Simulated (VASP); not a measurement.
# Ge in VASP: single point with r2SCAN

Aim: the single point of Ge with r2SCAN.

Program: VASP 6.6.1. These are calculated values, not measurements. Logs are shortened: lines on timing, memory, paths and dates and some standing lists are left out, and cuts for length are marked.

**1. The cell of the first run**

The typed cell holds 2 atoms: a = 3.874 Å, b = 3.874 Å, c = 4.000 Å, α = 118.96°, β = 61.04°, γ = 120.00°.

**2. Single point, r2SCAN**

Contents of POSCAR:

```
Ge
1.0
    3.8738995432      0.0000000007     -0.0000938282
   -1.9369497710      3.3548954164      0.0000938282
    1.9368669859     -1.1182506757      3.3165203961
Ge
2
Direct
   -0.0020347933      0.0020347933      0.0061247780
    0.7520347933      0.2479652067      0.7438752220
```

Contents of INCAR.step1:

```
SYSTEM = Ge
PREC = Accurate
ENCUT = 520
ISMEAR = 0
SIGMA = 0.02
LREAL = .False.
LASPH = .True.
NELM = 80
NBANDS = 21
GGA = PE
ALGO = Normal
EDIFF = 1E-4
LWAVE = .True.
LCHARG = .False.
```

Contents of INCAR.step2:

```
SYSTEM = Ge
PREC = Accurate
ENCUT = 520
EDIFF = 1E-6
ISMEAR = 0
SIGMA = 0.02
LREAL = .False.
LASPH = .True.
NELM = 80
ALGO = Normal
ISIF = 2
LWAVE = .False.
LCHARG = .False.
METAGGA = R2SCAN
LMIXTAU = .True.
NBANDS = 21
ISTART = 1
```

Contents of KPOINTS:

```
Automatic mesh
0
Gamma
  9 9 10
  0 0 0
```

Potentials or basis: VASP PAW PBE potentials, release 64 (Ge_d).

Started as:

```bash
> cat potpaw_PBE.64/Ge_d/POTCAR > POTCAR
> cp INCAR.step1 INCAR
> mpirun -np 1 vasp_std > vasp.out
> cp INCAR.step2 INCAR
> mpirun -np 1 vasp_std > vasp.out
```

OUTCAR:

```text
SYSTEM = Ge
   PREC = Accurate
   ENCUT = 520
   EDIFF = 1E-6
   ISMEAR = 0
   LREAL = .False.
   LASPH = .True.
   NELM = 80
   ISIF = 2
   METAGGA = R2SCAN
   ISTART = 1

 ion  position               nearest neighbor table
   1  0.998  0.002  0.006-   2 2.40   2 2.40   2 2.40   2 2.45
   2  0.752  0.248  0.744-   1 2.40   1 2.40   1 2.40   1 2.45

  LATTYP: Found a base centered monoclinic cell.
 ALAT       =     6.7097908341
 B/A-ratio  =     0.5773502692
 C/A-ratio  =     0.5961669782
 COS(beta)  =    -0.5590803831

  Lattice vectors:

 A1 = (  -1.9369497710,   3.3548954164,   0.0000938282)
 A2 = (  -3.8738995432,  -0.0000000007,   0.0000938282)
 A3 = (   1.9368669859,  -1.1182506757,   3.3165203961)

Analysis of symmetry for initial positions (statically):
=====================================================================
 Subroutine PRICEL returns:
 Original cell was already a primitive cell.

 Routine SETGRP: Setting up the symmetry group for a
 base centered monoclinic supercell.

 Subroutine GETGRP returns: Found  4 space group operations
 (whereof  2 operations were pure point group operations)
 out of a pool of  4 trial point group operations.

The static configuration has the point symmetry C_1h.
 The point group associated with its full space group is C_2h.

Analysis of symmetry for dynamics (positions and initial velocities):
=====================================================================
 Subroutine PRICEL returns:
 Original cell was already a primitive cell.

 Routine SETGRP: Setting up the symmetry group for a
 base centered monoclinic supercell.

 Subroutine GETGRP returns: Found  4 space group operations
 (whereof  2 operations were pure point group operations)
 out of a pool of  4 trial point group operations.

The dynamic configuration has the point symmetry C_1h.
 The point group associated with its full space group is C_2h.

 Subroutine INISYM returns: Found  4 space group operations
 (whereof  2 operations are pure point group operations),
 and found     1 'primitive' translations

----------------------------------------------------------------------------------------

                                     Primitive cell

  volume of cell :      43.1041

  direct lattice vectors                    reciprocal lattice vectors
     3.873899543  0.000000001 -0.000093828     0.258135390  0.149037348 -0.100500754
    -1.936949771  3.354895416  0.000093828     0.000002434  0.298070479  0.100500754
     1.936866986 -1.118250676  3.316520396     0.000007303 -0.000004216  0.301515149

  length of vectors
     3.873899544  3.873899544  4.000155726     0.314557486  0.314557486  0.301515149

  position of ions in fractional coordinates (direct lattice)
     0.997965207  0.002034793  0.006124778
     0.752034793  0.247965207  0.743875222

  ion indices of the primitive-cell ions
   primitive index   ion index
                 1           1
                 2           2

----------------------------------------------------------------------------------------

 KPOINTS: Automatic mesh

Automatic generation of k-mesh.
 Grid dimensions read from file:
 generate k-points for:    9    9   10

 Generating k-lattice:

  Cartesian coordinates                     Fractional coordinates (reciprocal lattice)
     0.028681710  0.016559705 -0.011166750     0.111111111  0.000000000  0.000000000
     0.000000270  0.033118942  0.011166750     0.000000000  0.111111111  0.000000000
     0.000000730 -0.000000422  0.030151515     0.000000000  0.000000000  0.100000000

  Length of vectors
     0.034950832  0.034950832  0.030151515

  Shift w.r.t. Gamma in fractional coordinates (k-lattice)
     0.000000000  0.000000000  0.000000000

 Subroutine IBZKPT returns following result:
 ===========================================

 Found    230 irreducible k-points:

 Following reciprocal coordinates:
            Coordinates               Weight
  0.000000  0.000000  0.000000      1.000000
  0.111111  0.000000 -0.000000      4.000000
  0.222222  0.000000 -0.000000      4.000000
  0.333333  0.000000 -0.000000      4.000000
  0.444444  0.000000 -0.000000      4.000000
  0.111111  0.111111 -0.000000      2.000000
[... 16 lines left out ...]
 -0.333333  0.333333  0.000000      2.000000
  0.444444  0.444444 -0.000000      2.000000
 [... further k-points ...]
   k-points           NKPTS =    230   k-points in BZ     NKDIM =    230   number of bands    NBANDS=     21
   number of dos      NEDOS =    301   number of ions     NIONS =      2
   total plane-waves  NPLWV =  27000
   dimension x,y,z NGX =    30 NGY =   30 NGZ =   30
   dimension x,y,z NGXF=    60 NGYF=   60 NGZF=   60
   ions per type =               2
   NGX,Y,Z   is equivalent  to a cutoff of  12.87, 12.87, 12.47 a.u.
   NGXF,Y,Z  is equivalent  to a cutoff of  25.75, 25.75, 24.94 a.u.
 SYSTEM =  Ge
   PREC   = accura    normal or accurate (medium, high low for compatibility)
   ISTART =      1    job   : 0-new  1-cont  2-samecut
   ICHARG =      0    charge: 1-file 2-atom 10-const
   ISPIN  =      1    spin polarized calculation?
   LNONCOLLINEAR =      F non collinear calculations
   LSORBIT =      F    spin-orbit coupling
   LASPH  =      T    aspherical Exc in radial PAW
   ENCUT  =  520.0 eV  38.22 Ry    6.18 a.u.   7.20  7.20  7.44*2*pi/ulx,y,z
   NELM   =     80;   NELMIN=  2; NELMDL=  0     # of ELM steps
   EDIFF  = 0.1E-05   stopping-criterion for ELM
   LREAL  =      F    real-space projection
   EDIFFG = 0.1E-04   stopping-criterion for IOM
   NSW    =      0    number of steps for IOM
   IBRION =     -1    ionic relax: 0-MD 1-quasi-New 2-CG
   NFREE  =      0    steps in history (QN), initial steepest desc. (CG)
   ISIF   =      2    stress and relaxation
   ISYM   =      2    0-nonsym 1-usesym 2-fastsym
   POTIM  = 0.5000    time-step for ionic-motion
   TEBEG  =    0.0;   TEEND  =   0.0 temperature during run
   PSTRESS=    0.0 pullay stress
   NELECT =      28.0000    total number of electrons
   NUPDOWN=      -1.0000    fix difference up-down
   EMIN   =  10.00;   EMAX   =-10.00  energy-range for DOS
   EFERMI =   0.00;   METHOD = LEGACY
   ISMEAR =     0;   SIGMA  =   0.02  broadening in eV -4-tet -1-fermi 0-gaus
   EFERMI_NEDOS =   21; number of points for ismear=-14 and -15
   IALGO  =     38    algorithm
   IMIX   =      4    mixing-type and parameters
     AMIX     =   0.40;   BMIX     =  1.00
     AMIX_MAG =   1.60;   BMIX_MAG =  1.00
  volume/ion in A,a.u.               =      21.55       145.44
  Fermi-wavevector in a.u.,A,eV,Ry     =   1.417821  2.679293 27.350659  2.010217
  Thomas-Fermi vector in A             =   2.539011
   LORBIT       =      0    0 simple, 1 ext, 2 COOP (PROOUT), +10 PAW based schemes
   METAGGA = R2SCAN    functional components
   LHFCALC =     F    Hartree Fock is set to
   AEXX    =    0.0000 exact exchange contribution
   IVDW    =     0    specifies the selected vdW correction
   LEPSILON=     F    determine dielectric tensor
   LRPA    =     F    only Hartree local field effects (RPA)
 non-spin polarized calculation
 Gauss-broadening in eV      SIGMA  =   0.02
  energy-cutoff  :      520.00
  volume of cell :       43.10
 maximum number of plane-waves:      1177
 NGX is ok and might be reduce to    30
   NGX = 15   NGY = 15   NGZ = 15

 number of electron      27.9999992 magnetization

 Free energy of the ion-electron system (eV)
  ---------------------------------------------------
  ext. energy  EPLUGINS =         0.00000000
  ---------------------------------------------------
  free energy    TOTEN  =       -27.67326705 eV

  energy without entropy =      -27.67326705  energy(sigma->0) =      -27.67326705

 E-fermi :   5.6022     XC(G=0): -11.0801

 val. band max:        5.4705866907   @ k =   0.0000   0.0000   0.0000
 cond. band min:       5.7385891076   @ k =   0.4444   0.0000  -0.0000
 fundamental gap:      0.2680024169
 Fermi energy:         5.6022394595

 k-point     1 :       0.0000    0.0000    0.0000
  band No.  band energies     occupation
      1     -20.2861      2.00000
      2     -20.2860      2.00000
      3     -20.2438      2.00000
      4     -20.2284      2.00000
      5     -20.2283      2.00000
      6     -20.0144      2.00000
[... 13 lines left out ...]
     20      15.3781      0.00000
     21      15.3789      0.00000

 k-point     2 :       0.1111    0.0000   -0.0000
  band No.  band energies     occupation
      1     -20.2915      2.00000
      2     -20.2841      2.00000
      3     -20.2562      2.00000
      4     -20.2176      2.00000
      5     -20.2127      2.00000
      6     -20.0165      2.00000
[... 13 lines left out ...]
     20      14.4279      0.00000
     21      14.6170      0.00000

 k-point     3 :       0.2222    0.0000   -0.0000
  band No.  band energies     occupation
      1     -20.2993      2.00000
      2     -20.2822      2.00000
      3     -20.2630      2.00000
      4     -20.1964      2.00000
      5     -20.1954      2.00000
      6     -20.0187      2.00000
[... 13 lines left out ...]
     20      14.1474      0.00000
     21      14.3226      0.00000

 k-point     4 :       0.3333    0.0000   -0.0000
  band No.  band energies     occupation
      1     -20.3032      2.00000
      2     -20.2844      2.00000
      3     -20.2577      2.00000
      4     -20.1870      2.00000
      5     -20.1775      2.00000
      6     -20.0181      2.00000
[... 13 lines left out ...]
     20      14.8490      0.00000
     21      15.3112      0.00000

 k-point     5 :       0.4444    0.0000   -0.0000
  band No.  band energies     occupation
      1     -20.3041      2.00000
      2     -20.2854      2.00000
      3     -20.2519      2.00000
      4     -20.1855      2.00000
      5     -20.1673      2.00000
      6     -20.0263      2.00000
[... 13 lines left out ...]
     20      16.9247      0.00000
     21      17.2741      0.00000

 k-point     6 :       0.1111    0.1111   -0.0000
  band No.  band energies     occupation
      1     -20.2967      2.00000
      2     -20.2768      2.00000
      3     -20.2683      2.00000
      4     -20.2085      2.00000
      5     -20.1926      2.00000
      6     -20.0259      2.00000
[... 13 lines left out ...]
     20      14.4961      0.00000
     21      14.6226      0.00000

 k-point     7 :       0.2222    0.1111   -0.0000
  band No.  band energies     occupation
      1     -20.3048      2.00000
      2     -20.2822      2.00000
      3     -20.2601      2.00000
      4     -20.1922      2.00000
      5     -20.1729      2.00000
      6     -20.0363      2.00000
[... 13 lines left out ...]
     20      14.9422      0.00000
     21      16.2251      0.00000
[... 291 lines left out ...]
      1     -20.3337      2.00000
      2     -20.3039      2.00000
      3     -20.2085      2.00000
      4     -20.1138      2.00000
      5     -20.1134      2.00000
      6     -20.1036      2.00000
[... 13 lines left out ...]
     20      14.7811      0.00000
     21      20.0958      0.00000

 k-point    21 :       0.4444    0.3333   -0.0000
  band No.  band energies     occupation
      1     -20.3326      2.00000
      2     -20.3022      2.00000
      3     -20.2149      2.00000
      4     -20.1460      2.00000
      5     -20.1169      2.00000
      6     -20.0795      2.00000
[... 13 lines left out ...]
     20      16.7427      0.00000
     21      19.3093      0.00000

 k-point    22 :      -0.4444    0.3333   -0.0000
  band No.  band energies     occupation
      1     -20.3222      2.00000
      2     -20.2983      2.00000
      3     -20.2432      2.00000
      4     -20.1512      2.00000
      5     -20.1363      2.00000
      6     -20.0823      2.00000
[... 13 lines left out ...]
     20      17.7591      0.00000
     21      18.7262      0.00000

 k-point    23 :      -0.3333    0.3333    0.0000
  band No.  band energies     occupation
      1     -20.3118      2.00000
      2     -20.2936      2.00000
      3     -20.2670      2.00000
      4     -20.1575      2.00000
      5     -20.1311      2.00000
      6     -20.1031      2.00000
[... 13 lines left out ...]
     20      17.4382      0.00000
     21      18.2274      0.00000

 k-point    24 :       0.4444    0.4444   -0.0000
  band No.  band energies     occupation
      1     -20.3257      2.00000
      2     -20.3024      2.00000
      3     -20.2092      2.00000
      4     -20.1972      2.00000
      5     -20.0904      2.00000
      6     -20.0886      2.00000
[... 13 lines left out ...]
     20      17.8245      0.00000
     21      18.8404      0.00000

 [... further k-points ...]

------------------------ aborting loop because EDIFF is reached ----------------------------------------

  FORCE on cell =-STRESS in cart. coord.  units (eV):
  Direction    XX          YY          ZZ          XY          YZ          ZX
  --------------------------------------------------------------------------------------
  -------------------------------------------------------------------------------------
  Total        1.9748040      1.9759180      0.0245246      0.0009647      0.0001290     -0.0002234
  in kB       73.4034331     73.4448403      0.9115802      0.0358597      0.0047949     -0.0083055
  external PRESSURE =      49.2532845 kB  Pullay stress =       0.0000000 kB

 VOLUME and BASIS-vectors are now :
 -----------------------------------------------------------------------------
  energy-cutoff  :      520.00
  volume of cell :       43.10
      direct lattice vectors                 reciprocal lattice vectors
     3.873899543  0.000000001 -0.000093828     0.258135390  0.149037348 -0.100500754
    -1.936949771  3.354895416  0.000093828     0.000002434  0.298070479  0.100500754
     1.936866986 -1.118250676  3.316520396     0.000007303 -0.000004216  0.301515149

 POSITION                                       TOTAL-FORCE (eV/Angst)
 -----------------------------------------------------------------------------------
      3.87394     -0.00002      0.02022        -0.000064      0.000037      0.001640
      3.87380      0.00006      2.46703         0.000064     -0.000037     -0.001640
 -----------------------------------------------------------------------------------
    total drift:                                0.000000     -0.000000     -0.000000

  FREE ENERGIE OF THE ION-ELECTRON SYSTEM (eV)
  ---------------------------------------------------
  free  energy   TOTEN  =       -27.6732670487 eV

  energy  without entropy=      -27.6732670487  energy(sigma->0) =      -27.67326705
```

Run time: 6.2 min. Hardware: 1 thread of Intel Xeon 6975P-C (Granite Rapids), shared host; peak memory 0.29 GiB.

Results:

```yaml
Free_energy: -27.6733 eV
Pressure: 4.9 GPa
Band_gap_on_the_k_mesh: 0.27 eV (least direct gap 0.51 eV)
```

Levels at points of the mesh, in eV from the valence-band top:
```tsv
k point	band 10	band 11	band 12	band 13	band 14	band 15	band 16	band 17	band 18	band 19
(0.00, 0.00, 0.00)	-25.43	-13.87	-0.51	0.00	0.00	0.51	2.46	2.73	2.73	7.08
(0.00, 0.00, 0.50)	-25.39	-11.79	-8.36	-1.45	-1.45	1.01	4.08	4.08	7.85	11.16
```

Caveat: the cell stands under pressure; the PAW data sets were made with another functional, which shifts forces and pressure a little; an odd mesh through Γ misses points on the zone boundary, where band edges can lie.
